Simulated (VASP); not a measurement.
# LaTl (Pm-3m) in VASP: notebook

Runs on LaTl. Level: LDA. Tasks: single point.

Everything below comes from runs of VASP 6.6.1. Logs are shortened: lines on timing, memory, paths and dates and some standing lists are left out, and cuts for length are marked.

**1. The cell of the first run**

Symmetry: Pm-3m, No. 221, cubic system. Conventional cell: a = 3.441 Å, b = 3.441 Å, c = 3.441 Å, α = 90.00°, β = 90.00°, γ = 90.00°. Within 3.9 Å of La (site symmetry m-3m) lie 8 Tl at 2.98 Å and 6 La at 3.44 Å. Within 3.9 Å of Tl (site symmetry m-3m) lie 8 La at 2.98 Å and 6 Tl at 3.44 Å.

**2. Single point, LDA (volume scaled by 0.65)**

Contents of INCAR:

```
PREC     = Accurate       # precision mode
ENCUT    = 520            # plane-wave cutoff, eV
EDIFF    = 1E-6           # SCF threshold, eV
ISMEAR   = -1             # smearing method
SIGMA    = 0.05           # smearing width, eV
LREAL    = False          # projectors in reciprocal space
LASPH    = True           # aspherical terms in the spheres
NELM     = 100            # most SCF steps
ALGO     = Normal         # electronic algorithm
ISIF     = 2              # what is computed and relaxed
LWAVE    = False          # write WAVECAR
LCHARG   = False          # write CHGCAR
GGA      = CA             # functional
NBANDS   = 19             # bands
```

Contents of KPOINTS:

```
Automatic mesh
0
Gamma
  9 9 9
```

Contents of POSCAR:

```
LaTl
1.0
    3.4410291561      0.0000000000      0.0000000000
    0.0000000000      3.4410291561      0.0000000000
    0.0000000000      0.0000000000      3.4410291561
La Tl
1 1
Direct
    0.0000000000      0.0000000000      0.0000000000
    0.5000000000      0.5000000000      0.5000000000
```

Potentials or basis: VASP PAW LDA potentials, release 64 (La, Tl_d).

Launch:

```
> cat potpaw_LDA.64/La/POTCAR potpaw_LDA.64/Tl_d/POTCAR > POTCAR
> mpirun -np 1 vasp_std > vasp.out
```

OUTCAR:

```text
PREC = Accurate
   ENCUT = 520
   EDIFF = 1E-6
   ISMEAR = -1
   LREAL = False
   LASPH = True
   NELM = 100
   ISIF = 2
   GGA = CA

 ion  position               nearest neighbor table
   1  0.000  0.000  0.000-   2 2.98   2 2.98   2 2.98   2 2.98   2 2.98   2 2.98   2 2.98   2 2.98

   2  0.500  0.500  0.500-   1 2.98   1 2.98   1 2.98   1 2.98   1 2.98   1 2.98   1 2.98   1 2.98

  LATTYP: Found a simple cubic cell.
 ALAT       =     3.4410291561

  Lattice vectors:

 A1 = (   3.4410291561,   0.0000000000,   0.0000000000)
 A2 = (   0.0000000000,   3.4410291561,   0.0000000000)
 A3 = (   0.0000000000,   0.0000000000,   3.4410291561)

Analysis of symmetry for initial positions (statically):
=====================================================================
 Subroutine PRICEL returns:
 Original cell was already a primitive cell.

 Routine SETGRP: Setting up the symmetry group for a
 simple cubic supercell.

 Subroutine GETGRP returns: Found 48 space group operations
 (whereof 48 operations were pure point group operations)
 out of a pool of 48 trial point group operations.

The static configuration has the point symmetry O_h .

Analysis of symmetry for dynamics (positions and initial velocities):
=====================================================================
 Subroutine PRICEL returns:
 Original cell was already a primitive cell.

 Routine SETGRP: Setting up the symmetry group for a
 simple cubic supercell.

 Subroutine GETGRP returns: Found 48 space group operations
 (whereof 48 operations were pure point group operations)
 out of a pool of 48 trial point group operations.

The dynamic configuration has the point symmetry O_h .

 Subroutine INISYM returns: Found 48 space group operations
 (whereof 48 operations are pure point group operations),
 and found     1 'primitive' translations

----------------------------------------------------------------------------------------

                                     Primitive cell

  volume of cell :      40.7441

  direct lattice vectors                    reciprocal lattice vectors
     3.441029156  0.000000000  0.000000000     0.290610731  0.000000000  0.000000000
     0.000000000  3.441029156  0.000000000     0.000000000  0.290610731  0.000000000
     0.000000000  0.000000000  3.441029156     0.000000000  0.000000000  0.290610731

  length of vectors
     3.441029156  3.441029156  3.441029156     0.290610731  0.290610731  0.290610731

  position of ions in fractional coordinates (direct lattice)
     0.000000000  0.000000000  0.000000000
     0.500000000  0.500000000  0.500000000

  ion indices of the primitive-cell ions
   primitive index   ion index
                 1           1
                 2           2

----------------------------------------------------------------------------------------

 KPOINTS: Automatic mesh

Automatic generation of k-mesh.
 Grid dimensions read from file:
 generate k-points for:    9    9    9

 Generating k-lattice:

  Cartesian coordinates                     Fractional coordinates (reciprocal lattice)
     0.032290081  0.000000000  0.000000000     0.111111111  0.000000000  0.000000000
     0.000000000  0.032290081  0.000000000     0.000000000  0.111111111  0.000000000
     0.000000000  0.000000000  0.032290081     0.000000000  0.000000000  0.111111111

  Length of vectors
     0.032290081  0.032290081  0.032290081

  Shift w.r.t. Gamma in fractional coordinates (k-lattice)
     0.000000000  0.000000000  0.000000000

 Subroutine IBZKPT returns following result:
 ===========================================

 Found     35 irreducible k-points:

 Following reciprocal coordinates:
            Coordinates               Weight
  0.000000  0.000000  0.000000      1.000000
  0.111111  0.000000  0.000000      6.000000
  0.222222  0.000000  0.000000      6.000000
  0.333333  0.000000  0.000000      6.000000
  0.444444  0.000000  0.000000      6.000000
  0.111111  0.111111  0.000000     12.000000
[... 16 lines left out ...]
  0.333333  0.333333  0.111111     24.000000
  0.444444  0.333333  0.111111     48.000000
 [... further k-points ...]
   k-points           NKPTS =     35   k-points in BZ     NKDIM =     35   number of bands    NBANDS=     19
   number of dos      NEDOS =    301   number of ions     NIONS =      2
   total plane-waves  NPLWV =  21952
   dimension x,y,z NGX =    28 NGY =   28 NGZ =   28
   dimension x,y,z NGXF=    56 NGYF=   56 NGZF=   56
   ions per type =               1   1
   NGX,Y,Z   is equivalent  to a cutoff of  13.53, 13.53, 13.53 a.u.
   NGXF,Y,Z  is equivalent  to a cutoff of  27.06, 27.06, 27.06 a.u.
 SYSTEM =  unknown system
   PREC   = accura    normal or accurate (medium, high low for compatibility)
   ISTART =      0    job   : 0-new  1-cont  2-samecut
   ICHARG =      2    charge: 1-file 2-atom 10-const
   ISPIN  =      1    spin polarized calculation?
   LNONCOLLINEAR =      F non collinear calculations
   LSORBIT =      F    spin-orbit coupling
   LASPH  =      T    aspherical Exc in radial PAW
   ENCUT  =  520.0 eV  38.22 Ry    6.18 a.u.   6.40  6.40  6.40*2*pi/ulx,y,z
   NELM   =    100;   NELMIN=  2; NELMDL= -5     # of ELM steps
   EDIFF  = 0.1E-05   stopping-criterion for ELM
   LREAL  =      F    real-space projection
   EDIFFG = 0.1E-04   stopping-criterion for IOM
   NSW    =      0    number of steps for IOM
   IBRION =     -1    ionic relax: 0-MD 1-quasi-New 2-CG
   NFREE  =      0    steps in history (QN), initial steepest desc. (CG)
   ISIF   =      2    stress and relaxation
   ISYM   =      2    0-nonsym 1-usesym 2-fastsym
   POTIM  = 0.5000    time-step for ionic-motion
   TEBEG  =    0.0;   TEEND  =   0.0 temperature during run
   PSTRESS=    0.0 pullay stress
   NELECT =      24.0000    total number of electrons
   NUPDOWN=      -1.0000    fix difference up-down
   EMIN   =  10.00;   EMAX   =-10.00  energy-range for DOS
   EFERMI =   0.00;   METHOD = LEGACY
   ISMEAR =    -1;   SIGMA  =   0.05  broadening in eV -4-tet -1-fermi 0-gaus
   EFERMI_NEDOS =   21; number of points for ismear=-14 and -15
   IALGO  =     38    algorithm
   IMIX   =      4    mixing-type and parameters
     AMIX     =   0.40;   BMIX     =  1.00
     AMIX_MAG =   1.60;   BMIX_MAG =  1.00
  volume/ion in A,a.u.               =      20.37       137.48
  Fermi-wavevector in a.u.,A,eV,Ry     =   1.372325  2.593318 25.623515  1.883275
  Thomas-Fermi vector in A             =   2.497942
   LORBIT       =      0    0 simple, 1 ext, 2 COOP (PROOUT), +10 PAW based schemes
   GGA     = CA    functional components
   LHFCALC =     F    Hartree Fock is set to
   AEXX    =    0.0000 exact exchange contribution
   IVDW    =     0    specifies the selected vdW correction
   LEPSILON=     F    determine dielectric tensor
   LRPA    =     F    only Hartree local field effects (RPA)
 non-spin polarized calculation
  energy-cutoff  :      520.00
  volume of cell :       40.74
 maximum number of plane-waves:      1116
 NGX is ok and might be reduce to    28
   NGX = 13   NGY = 13   NGZ = 13

 number of electron      23.9999997 magnetization

 Free energy of the ion-electron system (eV)
  ---------------------------------------------------
  ext. energy  EPLUGINS =         0.00000000
  ---------------------------------------------------
  free energy    TOTEN  =        -7.66472365 eV

  energy without entropy =       -7.65343901  energy(sigma->0) =       -7.65908133

 E-fermi :  13.2343     XC(G=0): -12.4053

 val. band max:       13.1868122506   @ k =   0.2222   0.2222   0.1111
 cond. band min:      13.2670449135   @ k =   0.4444   0.3333   0.0000
 fundamental gap:      0.0802326629
 Fermi energy:        13.2342843250

 k-point     1 :       0.0000    0.0000    0.0000
  band No.  band energies     occupation
      1     -19.1812      2.00000
      2      -2.4235      2.00000
      3      -2.4235      2.00000
      4      -2.4235      2.00000
      5       0.3871      2.00000
      6       0.3871      2.00000
[... 11 lines left out ...]
     18      15.5102      0.00000
     19      15.9934      0.00000

 k-point     2 :       0.1111    0.0000    0.0000
  band No.  band energies     occupation
      1     -19.1553      2.00000
      2      -2.7783      2.00000
      3      -2.4420      2.00000
      4      -2.4420      2.00000
      5       0.4006      2.00000
      6       0.5052      2.00000
[... 11 lines left out ...]
     18      15.5416      0.00000
     19      16.0019      0.00000

 k-point     3 :       0.2222    0.0000    0.0000
  band No.  band energies     occupation
      1     -19.0887      2.00000
      2      -3.5249      2.00000
      3      -2.4880      2.00000
      4      -2.4880      2.00000
      5       0.4352      2.00000
      6       0.7690      2.00000
[... 11 lines left out ...]
     18      15.6439      0.00000
     19      16.0251      0.00000

 k-point     4 :       0.3333    0.0000    0.0000
  band No.  band energies     occupation
      1     -19.0108      2.00000
      2      -4.2220      2.00000
      3      -2.5389      2.00000
      4      -2.5389      2.00000
      5       0.4751      2.00000
      6       0.9827      2.00000
[... 11 lines left out ...]
     18      15.7648      0.00000
     19      16.0546      0.00000

 k-point     5 :       0.4444    0.0000    0.0000
  band No.  band energies     occupation
      1     -18.9587      2.00000
      2      -4.6234      2.00000
      3      -2.5713      2.00000
      4      -2.5713      2.00000
      5       0.5015      2.00000
      6       0.9910      2.00000
[... 11 lines left out ...]
     18      15.8415      0.00000
     19      16.0760      0.00000
[... 334 lines left out ...]
      2      -3.9686      2.00000
      3      -3.2099      2.00000
      4      -2.6248      2.00000
      5       0.6669      2.00000
      6       0.8168      2.00000
[... 11 lines left out ...]
     18      15.9669      0.00000
     19      16.1196      0.00000

 k-point    22 :       0.4444    0.2222    0.1111
  band No.  band energies     occupation
      1     -18.8638      2.00000
      2      -4.3068      2.00000
      3      -3.1723      2.00000
      4      -2.5683      2.00000
      5       0.6779      2.00000
      6       0.8043      2.00000
[... 11 lines left out ...]
     18      15.9749      0.00000
     19      16.2538      0.00000

 k-point    23 :       0.3333    0.3333    0.1111
  band No.  band energies     occupation
      1     -18.8453      2.00000
      2      -3.8761      2.00000
      3      -3.6507      2.00000
      4      -2.5270      2.00000
      5       0.7065      2.00000
      6       0.7836      2.00000
[... 11 lines left out ...]
     18      16.0812      0.00000
     19      16.2193      0.00000

 k-point    24 :       0.4444    0.3333    0.1111
  band No.  band energies     occupation
      1     -18.8016      2.00000
      2      -4.0925      2.00000
      3      -3.6395      2.00000
      4      -2.4504      2.00000
      5       0.7001      2.00000
      6       0.7120      2.00000
[... 11 lines left out ...]
     18      16.0754      0.00000
     19      16.2861      0.00000

 [... further k-points ...]

------------------------ aborting loop because EDIFF is reached ----------------------------------------

  FORCE on cell =-STRESS in cart. coord.  units (eV):
  Direction    XX          YY          ZZ          XY          YZ          ZX
  --------------------------------------------------------------------------------------
  -------------------------------------------------------------------------------------
  Total       11.5724145     11.5724145     11.5724145     -0.0000000     -0.0000000      0.0000000
  in kB      455.0608844    455.0608844    455.0608844     -0.0000000     -0.0000000      0.0000000
  external PRESSURE =     455.0608844 kB  Pullay stress =       0.0000000 kB

 VOLUME and BASIS-vectors are now :
 -----------------------------------------------------------------------------
  energy-cutoff  :      520.00
  volume of cell :       40.74
      direct lattice vectors                 reciprocal lattice vectors
     3.441029156  0.000000000  0.000000000     0.290610731  0.000000000  0.000000000
     0.000000000  3.441029156  0.000000000     0.000000000  0.290610731  0.000000000
     0.000000000  0.000000000  3.441029156     0.000000000  0.000000000  0.290610731

 POSITION                                       TOTAL-FORCE (eV/Angst)
 -----------------------------------------------------------------------------------
      0.00000      0.00000      0.00000         0.000000      0.000000      0.000000
      1.72051      1.72051      1.72051         0.000000      0.000000      0.000000
 -----------------------------------------------------------------------------------
    total drift:                                0.000000      0.000000      0.000000

  FREE ENERGIE OF THE ION-ELECTRON SYSTEM (eV)
  ---------------------------------------------------
  free  energy   TOTEN  =        -7.6647236483 eV

  energy  without entropy=       -7.6534390095  energy(sigma->0) =       -7.65908133
```

Run time: 44 s. Hardware: 1 thread of AMD EPYC 7R13, shared host; peak memory 0.14 GiB.

What came out:

| Item | Value |
| --- | --- |
| Free energy | -7.6647 eV |
| Pressure | 45.5 GPa |
| Band gap on the k mesh | zero (band 12 reaches 13.44 eV, above the bottom of band 13 at 10.27 eV) |

Caveat: the cell differs from its parent crystal (volume scaled by 0.65); spin-orbit coupling is left out, which moves the levels of the heavy elements.

**3. Single point, LDA**

This run uses another cell than the first one, of 31.34 Å³/atom, 1.538 times its volume.

Contents of INCAR:

```
SYSTEM = LaTl
PREC = Accurate ; ENCUT = 520
EDIFF = 1E-6 ; ISMEAR = -1
SIGMA = 0.05 ; LREAL = .False.
LASPH = .True. ; NELM = 60
ALGO = Normal ; ISIF = 2
LWAVE = .False. ; LCHARG = .False.
GGA = CA ; NBANDS = 19
```

Contents of KPOINTS:

```
Automatic mesh
0
Gamma
  9 9 9
  0 0 0
```

Contents of POSCAR:

```
LaTl
1.0
    3.9723779900      0.0000000000      0.0000000000
    0.0000000000      3.9723779900      0.0000000000
    0.0000000000      0.0000000000      3.9723779900
La Tl
1 1
Direct
    0.0000000000      0.0000000000      0.0000000000
    0.5000000000      0.5000000000      0.5000000000
```

Potentials or basis: VASP PAW LDA potentials, release 64 (La, Tl_d).

Launch:

```
> cat potpaw_LDA.64/La/POTCAR potpaw_LDA.64/Tl_d/POTCAR > POTCAR
> mpirun -np 1 vasp_std > vasp.out
```

It took 49 s on 1 thread of AMD EPYC 7R13, shared host; peak memory 0.16 GiB.

It converged, with:

* Free energy: -9.4376 eV
* Pressure: -3.6 GPa
* Band gap on the k mesh: zero (band 12 reaches 7.67 eV, above the bottom of band 13 at 5.69 eV)

Levels at points of the mesh, in eV from the Fermi level:
```
           k point  band 10  band 11  band 12  band 13  band 14  band 15
(0.00, 0.00, 0.00)    -7.92    -0.25    -0.25     1.23     1.23     1.23
```

Caveat: spin-orbit coupling is left out, which moves the levels of the heavy elements.
